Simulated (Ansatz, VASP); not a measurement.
## CoSi: VASP beside Ansatz

```
Co Si
1.0
     3.29870    0.00000    0.00000
    -1.64935    2.85676    0.00000
     0.00000    0.00000    4.95909
Co Si
2 2
Direct
  0.00000 0.00000 0.00000
  0.00000 0.00000 0.50000
  0.33333 0.66667 0.25000
  0.66667 0.33333 0.75000
```

Change from the starting cell: volume scaled by 0.94, PAW files.

Alike in both runs: task single point; functional PBE; k mesh 12 × 12 × 7; occupations fermi-dirac, width 0.08 eV; no spin polarisation.

|  | VASP | Ansatz |
| --- | --- | --- |
| version | VASP 6.6.1 | Ansatz 0.2.0 |
| potentials or method | VASP PAW PBE potentials, release 64 (Co, Si) | PAW with Ansatz's default frozen-core files, scalar-relativistic |
| plane-wave cutoff (eV) | 520 | 420 |
| valence electrons in the cell | 26 | 42 |

|  | VASP | Ansatz | Ansatz less VASP |
| --- | --- | --- | --- |
| pressure (GPa) | 12.3 | 12.6 | +0.33 |
| traceless stress, the component that is largest in VASP (GPa) | 0.19 | 0.02 | -0.165 |

VASP's potentials hold 26 valence electrons a cell and Ansatz's 42, so a difference there can come from the potentials and not from the codes.
